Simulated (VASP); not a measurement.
A run of VASP 6.6.1:

File POSCAR:

```
BN
1.0
    2.5039917043      0.0000000000      0.0000000000
   -1.2519958522      2.1685204268      0.0000000000
    0.0000000000      0.0000000000      6.6612000000
B N
2 2
Direct
    0.3333333333      0.6666666667      0.2500000000
    0.6666666667      0.3333333333      0.7500000000
    0.3025750342      0.6512875171      0.7500000000
    0.6666666667      0.3333333333      0.2500000000
```

File INCAR.step1:

```
  PREC = Accurate
  ENCUT = 520
  ISMEAR = 0
  SIGMA = 0.05
  LREAL = False
  LASPH = True
  NELM = 80
  NBANDS = 16
  GGA = PE
  ALGO = Normal
  EDIFF = 1E-4
  LWAVE = True
  LCHARG = False
```

The input INCAR.step2:

```
  PREC = Accurate
  ENCUT = 520
  EDIFF = 1E-6
  ISMEAR = 0
  SIGMA = 0.05
  LREAL = False
  LASPH = True
  NELM = 80
  ALGO = Normal
  ISIF = 2
  LWAVE = False
  LCHARG = True
  METAGGA = R2SCAN
  LMIXTAU = True
  LELF = True
  LVHAR = True
  NBANDS = 16
  ISTART = 1
```

KPOINTS

```
Automatic mesh
0
Gamma
  12 12 4
```

Potentials or basis: VASP PAW PBE potentials, release 64 (B, N).

Launch:

```console
$ cat potpaw_PBE.64/B/POTCAR potpaw_PBE.64/N/POTCAR > POTCAR
$ cp INCAR.step1 INCAR
$ mpirun -np 1 vasp_std > vasp.out
$ cp INCAR.step2 INCAR
$ mpirun -np 1 vasp_std > vasp.out
```

Hardware: 1 thread of Intel(R) Xeon(R) Platinum 8488C (Sapphire Rapids) (shared host).

Question: Estimate the wall time of this run.

Answer: It took 2.4 min on 1 thread of Intel(R) Xeon(R) Platinum 8488C (Sapphire Rapids), on a shared host, peak memory 0.19 GiB. Counts: k points 129.
